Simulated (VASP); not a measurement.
**RbBr: single point with HSE06**

RbBr:

```xyz
2
Lattice="0.0844 3.9539 3.9539 3.9539 0.0844 3.9539 3.9539 3.9539 0.0844" Properties=species:S:1:pos:R:3 pbc="T T T"
Rb    0.0190    0.0190    0.0190
Br    1.9790    1.9790    1.9790
```

This cell differs from its parent crystal: strain along [111] +3.3%.

| Property | Result |
| --- | --- |
| Program | VASP 6.6.1 |
| Task | single point |
| Functional | HSE06 |
| Potentials or basis | VASP PAW PBE potentials, release 64 (Rb_sv, Br) |
| Cutoff | 520 eV |
| k mesh | 4 × 4 × 4 |
| Occupations | gaussian, width 0.01 eV |
| Spin | no spin polarisation |
| Dipole correction | no |
| Grid for exact exchange (PRECFOCK) | Normal |
| Further INCAR settings | ALGO = Normal; EDIFF = 1e-07; NBANDS = 15 |
| Share of exact exchange | 0.25 |
| Screening parameter | 0.2079 1/Å |

```yaml
Pressure: -0.2 GPa
Largest_force: 0.006 eV/Å
Band_gap_on_the_k_mesh: 5.11 eV (least direct gap 5.18 eV)
```

Forces in eV/Å, atoms in the order of the input:
```
Rb  -0.003 -0.003 -0.003
Br   0.003  0.003  0.003
```

Levels at points of the mesh, in eV from the valence-band top:
| k point | band 5 | band 6 | band 7 | band 8 | band 9 | band 10 | band 11 | band 12 |
| --- | --- | --- | --- | --- | --- | --- | --- | --- |
| (0.00, 0.00, 0.00) | -9.30 | -0.11 | -0.07 | -0.07 | 5.11 | 9.40 | 9.40 | 10.27 |
| (0.50, 0.00, 0.00) | -9.26 | -0.28 | -0.05 | -0.04 | 7.33 | 7.52 | 8.81 | 9.10 |
| (0.50, 0.50, 0.00) | -9.22 | -0.37 | -0.02 | 0.00 | 6.96 | 7.81 | 9.53 | 10.09 |
| (0.50, 0.50, 0.50) | -9.24 | -0.31 | -0.03 | -0.03 | 7.30 | 7.41 | 8.99 | 8.99 |

Run time: 9.4 min on 1 thread of Intel(R) Xeon(R) 6975P-C (Granite Rapids), on a shared host, peak memory 0.38 GiB.

Caveat: the cell differs from its parent crystal (strain along [111] +3.3%); the PAW data sets were made with another functional, which shifts forces and pressure a little. A k mesh can miss the band edges.
